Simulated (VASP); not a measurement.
# SrCaZnWO6 (F-43m) in VASP: single point with PBE

Aim: the single point of SrCaZnWO6 with PBE.

Everything below comes from runs of VASP 6.6.1. Logs are shortened: lines on timing, memory, paths and dates and some standing lists are left out, and cuts for length are marked.

### Step 1. The cell of the first run

Symmetry: F-43m, No. 216, cubic system. Conventional cell: a = 8.018 Å, b = 8.018 Å, c = 8.018 Å, α = 90.00°, β = 90.00°, γ = 90.00°. Sr (site symmetry -43m) has 12 O at 2.84 Å and 4 Zn at 3.47 Å and 4 W at 3.47 Å within 3.7 Å. Ca (site symmetry -43m) has 12 O at 2.84 Å and 4 Zn at 3.47 Å and 4 W at 3.47 Å within 3.7 Å. Zn (site symmetry -43m) has 6 O at 2.07 Å within 2.7 Å. Within 2.6 Å of W (site symmetry -43m) lie 6 O at 1.94 Å. O (site symmetry 2mm) has 1 W at 1.94 Å and 1 Zn at 2.07 Å within 2.6 Å.

### Step 2. Single point, PBE

Contents of INCAR:

```
SYSTEM = SrCaZnWO6
ALGO     = Normal         ! electronic algorithm
EDIFF    = 1E-7           ! SCF threshold, eV
ENCUT    = 520            ! plane-wave cutoff, eV
GGA      = PE             ! functional
ISIF     = 2              ! what is computed and relaxed
ISMEAR   = 0              ! smearing method
LASPH    = .True.         ! aspherical terms in the spheres
LCHARG   = .True.         ! write CHGCAR
LELF     = .True.         ! ELF
LREAL    = .False.        ! projectors in reciprocal space
LVHAR    = .True.       
LWAVE    = .False.        ! write WAVECAR
NBANDS   = 52             ! bands
NELM     = 80             ! most SCF steps
PREC     = Accurate       ! precision mode
SIGMA    = 0.01           ! smearing width, eV
```

Contents of KPOINTS:

```
k-points
0
Gamma
  4 4 4
  0 0 0
```

Contents of POSCAR:

```
SrCaZnWO6
1.0
    0.0000000000      4.0088460000      4.0088460000
    4.0088460000      0.0000000000      4.0088460000
    4.0088460000      4.0088460000      0.0000000000
Sr Ca Zn W O
1 1 1 1 6
Direct
    0.2500000000      0.2500000000      0.2500000000
    0.7500000000      0.7500000000      0.7500000000
    0.0000000000      0.0000000000      0.0000000000
    0.5000000000      0.5000000000      0.5000000000
    0.7420100000      0.2579900000      0.2579900000
    0.2579900000      0.7420100000      0.7420100000
    0.7420100000      0.7420100000      0.2579900000
    0.2579900000      0.2579900000      0.7420100000
    0.2579900000      0.7420100000      0.2579900000
    0.7420100000      0.2579900000      0.7420100000
```

Potentials or basis: VASP PAW PBE potentials, release 64 (Sr_sv, Ca_sv, Zn, W_sv, O).

The run is started by

```sh
cat potpaw_PBE.64/Sr_sv/POTCAR potpaw_PBE.64/Ca_sv/POTCAR potpaw_PBE.64/Zn/POTCAR potpaw_PBE.64/W_sv/POTCAR potpaw_PBE.64/O/POTCAR > POTCAR
mpirun -np 1 vasp_std > vasp.out
```

OUTCAR:

```text
SYSTEM = SrCaZnWO6
   EDIFF = 1E-7
   ENCUT = 520
   GGA = PE
   ISIF = 2
   ISMEAR = 0
   LASPH = .True.
   LREAL = .False.
   NELM = 80
   PREC = Accurate

 ion  position               nearest neighbor table
   1  0.250  0.250  0.250-   5 2.84   8 2.84   9 2.84   6 2.84   8 2.84  10 2.84   6 2.84   7 2.84
                             9 2.84   5 2.84   7 2.84  10 2.84   4 3.47   3 3.47   3 3.47   4 3.47
   2  0.750  0.750  0.750-   1 4.01   1 4.01   1 4.01   1 4.01   1 4.01   1 4.01
   3  0.000  0.000  0.000-   5 2.07   6 2.07   7 2.07   8 2.07   9 2.07  10 2.07   1 3.47   1 3.47
                             1 3.47   1 3.47
   4  0.500  0.500  0.500-   5 1.94   6 1.94   7 1.94   8 1.94   9 1.94  10 1.94   1 3.47   1 3.47
                             1 3.47   1 3.47
   5  0.742  0.258  0.258-   4 1.94   3 2.07   1 2.84   1 2.84
   6  0.258  0.742  0.742-   4 1.94   3 2.07   1 2.84   1 2.84
   7  0.742  0.742  0.258-   4 1.94   3 2.07   1 2.84   1 2.84
   8  0.258  0.258  0.742-   4 1.94   3 2.07   1 2.84   1 2.84
   9  0.258  0.742  0.258-   4 1.94   3 2.07   1 2.84   1 2.84
  10  0.742  0.258  0.742-   4 1.94   3 2.07   1 2.84   1 2.84

  LATTYP: Found a face centered cubic cell.
 ALAT       =     8.0176920000

  Lattice vectors:

 A1 = (   0.0000000000,   4.0088460000,   4.0088460000)
 A2 = (   4.0088460000,   0.0000000000,   4.0088460000)
 A3 = (   4.0088460000,   4.0088460000,   0.0000000000)

Analysis of symmetry for initial positions (statically):
=====================================================================
 Subroutine PRICEL returns:
 Original cell was already a primitive cell.

 Routine SETGRP: Setting up the symmetry group for a
 face centered cubic supercell.

 Subroutine GETGRP returns: Found 24 space group operations
 (whereof 24 operations were pure point group operations)
 out of a pool of 48 trial point group operations.

The static configuration has the point symmetry T_d .

Analysis of symmetry for dynamics (positions and initial velocities):
=====================================================================
 Subroutine PRICEL returns:
 Original cell was already a primitive cell.

 Routine SETGRP: Setting up the symmetry group for a
 face centered cubic supercell.

 Subroutine GETGRP returns: Found 24 space group operations
 (whereof 24 operations were pure point group operations)
 out of a pool of 48 trial point group operations.

The dynamic configuration has the point symmetry T_d .

 Subroutine INISYM returns: Found 24 space group operations
 (whereof 24 operations are pure point group operations),
 and found     1 'primitive' translations

----------------------------------------------------------------------------------------

                                     Primitive cell

  volume of cell :     128.8511

  direct lattice vectors                    reciprocal lattice vectors
     0.000000000  4.008846000  4.008846000    -0.124724172  0.124724172  0.124724172
     4.008846000  0.000000000  4.008846000     0.124724172 -0.124724172  0.124724172
     4.008846000  4.008846000  0.000000000     0.124724172  0.124724172 -0.124724172

  length of vectors
     5.669364383  5.669364383  5.669364383     0.216028604  0.216028604  0.216028604

  position of ions in fractional coordinates (direct lattice)
     0.250000000  0.250000000  0.250000000
     0.750000000  0.750000000  0.750000000
     0.000000000  0.000000000  0.000000000
     0.500000000  0.500000000  0.500000000
     0.742010000  0.257990000  0.257990000
     0.257990000  0.742010000  0.742010000
     0.742010000  0.742010000  0.257990000
     0.257990000  0.257990000  0.742010000
     0.257990000  0.742010000  0.257990000
     0.742010000  0.257990000  0.742010000

  ion indices of the primitive-cell ions
   primitive index   ion index
                 1           1
                 2           2
                 3           3
                 4           4
                 5           5
                 6           6
                 7           7
                 8           8
                 9           9
                10          10

----------------------------------------------------------------------------------------

 KPOINTS: k-points

Automatic generation of k-mesh.
 Grid dimensions read from file:
 generate k-points for:    4    4    4

 Generating k-lattice:

  Cartesian coordinates                     Fractional coordinates (reciprocal lattice)
    -0.031181043  0.031181043  0.031181043     0.250000000  0.000000000  0.000000000
     0.031181043 -0.031181043  0.031181043     0.000000000  0.250000000  0.000000000
     0.031181043  0.031181043 -0.031181043     0.000000000  0.000000000  0.250000000

  Length of vectors
     0.054007151  0.054007151  0.054007151

  Shift w.r.t. Gamma in fractional coordinates (k-lattice)
     0.000000000  0.000000000  0.000000000

 Subroutine IBZKPT returns following result:
 ===========================================

 Found      8 irreducible k-points:

 Following reciprocal coordinates:
            Coordinates               Weight
  0.000000  0.000000  0.000000      1.000000
  0.250000  0.000000  0.000000      8.000000
  0.500000  0.000000  0.000000      4.000000
  0.250000  0.250000  0.000000      6.000000
  0.500000  0.250000  0.000000     24.000000
 -0.250000  0.250000  0.000000     12.000000
  0.500000  0.500000  0.000000      3.000000
 -0.250000  0.500000  0.250000      6.000000
   k-points           NKPTS =      8   k-points in BZ     NKDIM =      8   number of bands    NBANDS=     52
   number of dos      NEDOS =    301   number of ions     NIONS =     10
   total plane-waves  NPLWV =  74088
   dimension x,y,z NGX =    42 NGY =   42 NGZ =   42
   dimension x,y,z NGXF=    84 NGYF=   84 NGZF=   84
   ions per type =               1   1   1   1   6
   NGX,Y,Z   is equivalent  to a cutoff of  12.32, 12.32, 12.32 a.u.
   NGXF,Y,Z  is equivalent  to a cutoff of  24.63, 24.63, 24.63 a.u.
 SYSTEM =  SrCaZnWO6
   PREC   = accura    normal or accurate (medium, high low for compatibility)
   ISTART =      0    job   : 0-new  1-cont  2-samecut
   ICHARG =      2    charge: 1-file 2-atom 10-const
   ISPIN  =      1    spin polarized calculation?
   LNONCOLLINEAR =      F non collinear calculations
   LSORBIT =      F    spin-orbit coupling
   LASPH  =      T    aspherical Exc in radial PAW
   ENCUT  =  520.0 eV  38.22 Ry    6.18 a.u.  10.54 10.54 10.54*2*pi/ulx,y,z
   NELM   =     80;   NELMIN=  2; NELMDL= -5     # of ELM steps
   EDIFF  = 0.1E-06   stopping-criterion for ELM
   LREAL  =      F    real-space projection
   EDIFFG = 0.1E-05   stopping-criterion for IOM
   NSW    =      0    number of steps for IOM
   IBRION =     -1    ionic relax: 0-MD 1-quasi-New 2-CG
   NFREE  =      0    steps in history (QN), initial steepest desc. (CG)
   ISIF   =      2    stress and relaxation
   ISYM   =      2    0-nonsym 1-usesym 2-fastsym
   POTIM  = 0.5000    time-step for ionic-motion
   TEBEG  =    0.0;   TEEND  =   0.0 temperature during run
   PSTRESS=    0.0 pullay stress
   NELECT =      82.0000    total number of electrons
   NUPDOWN=      -1.0000    fix difference up-down
   EMIN   =  10.00;   EMAX   =-10.00  energy-range for DOS
   EFERMI =   0.00;   METHOD = LEGACY
   ISMEAR =     0;   SIGMA  =   0.01  broadening in eV -4-tet -1-fermi 0-gaus
   EFERMI_NEDOS =   21; number of points for ismear=-14 and -15
   IALGO  =     38    algorithm
   IMIX   =      4    mixing-type and parameters
     AMIX     =   0.40;   BMIX     =  1.00
     AMIX_MAG =   1.60;   BMIX_MAG =  1.00
  volume/ion in A,a.u.               =      12.89        86.95
  Fermi-wavevector in a.u.,A,eV,Ry     =   1.408154  2.661025 26.978951  1.982897
  Thomas-Fermi vector in A             =   2.530340
   LORBIT       =      0    0 simple, 1 ext, 2 COOP (PROOUT), +10 PAW based schemes
   GGA     = PE    functional components
   LHFCALC =     F    Hartree Fock is set to
   AEXX    =    0.0000 exact exchange contribution
   IVDW    =     0    specifies the selected vdW correction
   LEPSILON=     F    determine dielectric tensor
   LRPA    =     F    only Hartree local field effects (RPA)
 non-spin polarized calculation
 Gauss-broadening in eV      SIGMA  =   0.01
  energy-cutoff  :      520.00
  volume of cell :      128.85
 maximum number of plane-waves:      3490
   NGX = 21   NGY = 21   NGZ = 21

 number of electron      82.0000016 magnetization

 Free energy of the ion-electron system (eV)
  ---------------------------------------------------
  ext. energy  EPLUGINS =         0.00000000
  ---------------------------------------------------
  free energy    TOTEN  =       -71.19724929 eV

  energy without entropy =      -71.19724929  energy(sigma->0) =      -71.19724929

 E-fermi :   3.1424     XC(G=0): -10.8345

 val. band max:        3.0413599307   @ k =   0.5000   0.0000   0.0000
 cond. band min:       5.8241625462   @ k =   0.5000   0.5000   0.0000
 fundamental gap:      2.7828026155
 Fermi energy:         3.1423680121

 k-point     1 :       0.0000    0.0000    0.0000
  band No.  band energies     occupation
      1     -71.7000      2.00000
      2     -36.8805      2.00000
      3     -35.8864      2.00000
      4     -35.8864      2.00000
      5     -35.8864      2.00000
      6     -30.1437      2.00000
[... 44 lines left out ...]
     51      10.3332      0.00000
     52      10.3333      0.00000

 k-point     2 :       0.2500    0.0000    0.0000
  band No.  band energies     occupation
      1     -71.7000      2.00000
      2     -36.8806      2.00000
      3     -35.8864      2.00000
      4     -35.8864      2.00000
      5     -35.8863      2.00000
      6     -30.1430      2.00000
[... 44 lines left out ...]
     51      10.4043      0.00000
     52      10.4266      0.00000
[... 273 lines left out ...]
     51      10.2493      0.00000
     52      10.5136      0.00000

 k-point     8 :      -0.2500    0.5000    0.2500
  band No.  band energies     occupation
      1     -71.7000      2.00000
      2     -36.8809      2.00000
      3     -35.8867      2.00000
      4     -35.8865      2.00000
      5     -35.8858      2.00000
      6     -30.1417      2.00000
[... 44 lines left out ...]
     51      10.3756      0.00000
     52      10.6499      0.00000

------------------------ aborting loop because EDIFF is reached ----------------------------------------

  FORCE on cell =-STRESS in cart. coord.  units (eV):
  Direction    XX          YY          ZZ          XY          YZ          ZX
  --------------------------------------------------------------------------------------
  -------------------------------------------------------------------------------------
  Total       -2.0967913     -2.0967913     -2.0967913      0.0000000      0.0000000      0.0000000
  in kB      -26.0721998    -26.0721998    -26.0721998      0.0000000      0.0000000      0.0000000
  external PRESSURE =     -26.0721998 kB  Pullay stress =       0.0000000 kB

 VOLUME and BASIS-vectors are now :
 -----------------------------------------------------------------------------
  energy-cutoff  :      520.00
  volume of cell :      128.85
      direct lattice vectors                 reciprocal lattice vectors
     0.000000000  4.008846000  4.008846000    -0.124724172  0.124724172  0.124724172
     4.008846000  0.000000000  4.008846000     0.124724172 -0.124724172  0.124724172
     4.008846000  4.008846000  0.000000000     0.124724172  0.124724172 -0.124724172

 POSITION                                       TOTAL-FORCE (eV/Angst)
 -----------------------------------------------------------------------------------
      2.00442      2.00442      2.00442         0.000000      0.000000      0.000000
      6.01327      6.01327      6.01327         0.000000      0.000000      0.000000
      0.00000      0.00000      0.00000         0.000000      0.000000      0.000000
      4.00885      4.00885      4.00885         0.000000      0.000000      0.000000
      2.06848      4.00885      4.00885         0.440090      0.000000      0.000000
      5.94921      4.00885      4.00885        -0.440090      0.000000      0.000000
      4.00885      4.00885      5.94921         0.000000      0.000000     -0.440090
      4.00885      4.00885      2.06848         0.000000      0.000000      0.440090
      4.00885      2.06848      4.00885         0.000000      0.440090      0.000000
      4.00885      5.94921      4.00885         0.000000     -0.440090      0.000000
 -----------------------------------------------------------------------------------
    total drift:                               -0.000000     -0.000000     -0.000000

  FREE ENERGIE OF THE ION-ELECTRON SYSTEM (eV)
  ---------------------------------------------------
  free  energy   TOTEN  =       -71.1972492897 eV

  energy  without entropy=      -71.1972492897  energy(sigma->0) =      -71.19724929
```

It took 84 s on 1 thread of Intel Xeon Platinum 8488C (Sapphire Rapids), shared host; peak memory 0.29 GiB.

Results:

```yaml
Free_energy: -71.1972 eV
Pressure: -2.6 GPa
Largest_force: 0.440 eV/Å
Band_gap_on_the_k_mesh: 2.78 eV, indirect (least direct gap 3.00 eV)
```

Forces on the atoms (eV/Å):
```
Sr   0.000  0.000  0.000
Ca   0.000  0.000  0.000
Zn   0.000  0.000  0.000
W    0.000  0.000  0.000
O    0.440  0.000  0.000
O   -0.440  0.000  0.000
O    0.000  0.000 -0.440
O    0.000  0.000  0.440
O    0.000  0.440  0.000
O    0.000 -0.440  0.000
```

Caveat: spin-orbit coupling is left out, which moves the levels of the heavy elements.
